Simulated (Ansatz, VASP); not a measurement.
# One calculation of SiSn5, two programs

```xyz
6
Lattice="6.1165 0.0000 0.0000 -3.0583 5.2971 0.0000 0.0000 0.0000 5.4598" Properties=species:S:1:pos:R:3 pbc="T T T"
Si    0.0000    0.0000    0.0000
Sn    0.0000    3.5314    0.0000
Sn    3.0583    1.7657    0.0000
Sn    3.0583    0.0000    2.7299
Sn    1.5291    2.6485    2.7299
Sn   -1.5291    2.6485    2.7299
```

Change from the starting cell: species swapped into the LaZn5 type (P6/mmm, No. 191).

Alike in both runs: functional PBE; k mesh 3 × 3 × 4; occupations gaussian, width 0.1 eV; no spin polarisation.

Ansatz relaxed the structure, and its values are those at the end. VASP's run is a single point on that final structure, the one shown.

```csv
,VASP,Ansatz
version,VASP 6.6.1,Ansatz 0.2.0
potentials or method,"VASP PAW PBE potentials, release 64 (Si, Sn_d), cutoff 520 eV","scalar-relativistic, plane waves, PAW"
valence electrons in the cell,74,74
```

|  | VASP | Ansatz | Ansatz less VASP |
| --- | --- | --- | --- |
| gap on the k mesh at the Fermi level (eV) | none | none | - |
| pressure (GPa) | 0.0 | 0.1 | +0.05 |

A gap of «none» marks a metal or a gap that the smearing closes.

The k mesh is coarse, so the values compare programs but aren't converged.
